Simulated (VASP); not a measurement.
A run of VASP 6.6.1 is set up as follows.

File INCAR:

```
PREC = Accurate
ENCUT = 520
EDIFF = 1E-6
ISMEAR = -1
SIGMA = 0.02
LREAL = F
LASPH = T
NELM = 80
ALGO = Normal
ISIF = 2
LWAVE = F
LCHARG = F
GGA = PE
NBANDS = 12
```

The input KPOINTS:

```
Automatic mesh
0
Gamma
  8 8 8
```

File POSCAR:

```
LiCl
1.0
    0.0000000000      2.8013686075      2.6319369790
    2.8013686075      0.0000000000      2.6319369790
    2.8013686075      2.8013686075      0.0000000000
Li Cl
1 1
Direct
    0.0000000000      0.0000000000      0.0000000000
    0.2500000000      0.2500000000      0.2500000000
```

Potentials or basis: VASP PAW PBE potentials, release 64 (Li_sv, Cl).

The run is started by

```console
$ cat potpaw_PBE.64/Li_sv/POTCAR potpaw_PBE.64/Cl/POTCAR > POTCAR
$ mpirun -np 1 vasp_std > vasp.out
```

What does it give for the band gap on the k mesh?

5.94 eV, direct.

Caveat: the cell differs from its parent crystal (epitaxial xy strain +2.5%). A k mesh can miss the band edges.
